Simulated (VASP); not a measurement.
A run of VASP 6.6.1 is set up as follows.

The input INCAR:

```
SYSTEM = TaGe3
PREC = Accurate
ENCUT = 520
EDIFF = 1E-6
ISMEAR = 0
SIGMA = 0.1
LREAL = .False.
LASPH = .True.
NELM = 60
ALGO = Normal
ISIF = 2
LWAVE = .False.
LCHARG = .False.
GGA = PE
NBANDS = 34
```

The input KPOINTS:

```
Automatic mesh
0
Gamma
  4 4 4
  0 0 0
```

POSCAR

```
TaGe3
1.0
    4.0880373810      0.0000000000      0.0000000000
    0.0000000000      4.0880373810      0.0000000000
    0.0000000000      0.0000000000      4.0880373810
Ta Ge
1 3
Direct
    0.0000000000      0.0000000000      0.0000000000
    0.0000000000      0.5000000000      0.5000000000
    0.5000000000      0.0000000000      0.5000000000
    0.5000000000      0.5000000000      0.0000000000
```

Potentials or basis: VASP PAW PBE potentials, release 64 (Ta_pv, Ge_d).

Command:

```bash
$ cat potpaw_PBE.64/Ta_pv/POTCAR potpaw_PBE.64/Ge_d/POTCAR > POTCAR
$ mpirun -np 1 vasp_std > vasp.out
```

**Question.** Predict the band gap on the k mesh.

**Answer.** Zero (an odd number of electrons rules out a gap without spin polarisation).

**Question.** Predict the pressure.

**Answer.** 2.0 GPa.

Caveat: the k points lie up to 0.38 Å⁻¹ apart, too coarse for converged energies and pressures of a metal; spin-orbit coupling is left out, which moves the levels of the heavy elements.
